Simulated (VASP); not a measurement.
## Si: single point with r2SCAN

The system is Si.

```xyz
8
Lattice="0.0000 0.0000 4.9876 2.6290 -4.5536 0.0000 2.6290 4.5536 0.0000" Properties=species:S:1:pos:R:3 pbc="T T T"
Si    1.0145   -2.2768    0.0000
Si    1.3145   -2.2768    2.4938
Si    0.0000    0.0000    0.0000
Si    0.0000    0.0000    2.4938
Si    2.6290    0.0000    0.0000
Si    2.6290    0.0000    2.4938
Si    1.3145    2.2768    0.0000
Si    1.3145    2.2768    2.4938
```

This cell differs from its parent crystal: atom 1 (Si) moved by (-0.300, +0.000) A along x and z.

| Quantity | Value |
| --- | --- |
| Program | VASP 6.6.1 |
| Task | single point |
| Functional | r2SCAN |
| Potentials or basis | VASP PAW PBE potentials, release 64 (Si) |
| Cutoff | 520 eV |
| k mesh | 12 × 12 × 12 |
| Occupations | gaussian, width 0.15 eV |
| Spin | no spin polarisation |
| Dipole correction | no |
| Further INCAR settings | ALGO = Normal; EDIFF = 1e-06; NBANDS = 26 |

| Item | Value |
| --- | --- |
| Pressure | 1.3 GPa |
| Largest force | 1.419 eV/Å |
| Band gap on the k mesh | zero (bands 16 and 17 overlap by 3.49 eV) |

Forces in eV/Å, atoms in the order of the input:
```
Si   1.419  0.000  0.000
Si   0.148  0.000  0.000
Si   0.047  0.455  0.000
Si  -0.148  0.048  0.000
Si   0.047 -0.455  0.000
Si  -0.148 -0.048  0.000
Si  -1.150  0.000  0.000
Si  -0.213  0.000  0.000
```

Stress tensor (GPa, compression positive):
```
 3.80  0.00  0.00
 0.00  2.24  0.00
 0.00  0.00 -2.17
```

Levels at points of the mesh, in eV from the Fermi level:
```
           k point  band 13  band 14  band 15  band 16  band 17  band 18  band 19  band 20
(0.00, 0.00, 0.00)    -2.31    -2.27    -2.14    -2.04    -1.94    -1.80     1.72     1.76
(0.50, 0.00, 0.00)    -5.51    -5.34    -1.35    -1.30     4.01     4.06     4.10     4.14
(0.00, 0.50, 0.00)    -2.64    -2.58    -1.95    -1.69     0.79     1.17     1.78     2.14
(0.00, 0.50, 0.50)    -2.58    -2.53    -2.14    -1.63     0.94     1.05     1.69     2.19
(0.50, 0.50, 0.00)    -0.81    -0.63    -0.54    -0.40    -0.24    -0.21     0.09     0.37
(0.50, 0.50, 0.50)    -1.16    -0.59    -0.50    -0.35    -0.13    -0.09    -0.08     0.28
```

It took 7.3 min on 4 MPI ranks on Intel(R) Xeon(R) Platinum 8488C (Sapphire Rapids) (shared host), peak memory 0.7 GiB a rank.

Caveat: the cell differs from its parent crystal (atom 1 (Si) moved by (-0.300, +0.000) A along x and z); the stress differs along the axes, from -2 to 4 GPa; the PAW data sets were made with another functional, which shifts forces and pressure a little.
